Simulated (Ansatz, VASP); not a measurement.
## Two plane-wave programs on CsVCoN3

```
Cs V Co N
1.0
     3.76365    0.00000    0.00000
     0.00000    3.76365    0.00000
     0.00000    0.00000    7.26458
Cs V Co N
1 1 1 3
Direct
  0.50000 0.50000 0.81114
  0.00000 0.00000 0.23128
  0.50000 0.50000 0.32652
  0.50000 0.00000 0.32562
  0.00000 0.50000 0.32562
  0.00000 0.00000 0.00721
```

Alike in both runs: functional PBE; k mesh 8 × 8 × 4; occupations gaussian, width 0.1 eV; collinear spin.

Ansatz relaxed the structure, and its values are those at the end. VASP's run is a single point on that final structure, the one shown.

|  | VASP | Ansatz |
| --- | --- | --- |
| version | VASP 6.6.1 | Ansatz 0.2.0 |
| potentials or method | VASP PAW PBE potentials, release 64 (Cs_sv, V_sv, Co, N), cutoff 520 eV | scalar-relativistic, plane waves, PAW |
| valence electrons in the cell | 46 | 54 |

```tsv
	VASP	Ansatz	Ansatz less VASP
gap on the k mesh at the Fermi level (eV)	none	none	-
pressure (GPa)	-0.2	0.0	+0.26
rms of the force components (eV/Å)	0.082	0.001	-0.0811
net moment per atom (μB)	0.10	0.26	+0.159
size of the moment on the site where the two differ most (μB)	0.49	1.09	+0.597
```

The net moments are unlike, so the other rows may belong to different states. Site moments also hang on the region over which each program counts them. A gap of «none» marks a metal or a gap that the smearing closes. VASP's potentials hold 46 valence electrons a cell and Ansatz's 54, so a difference there can come from the potentials and not from the codes.

Spin-orbit coupling is off throughout.
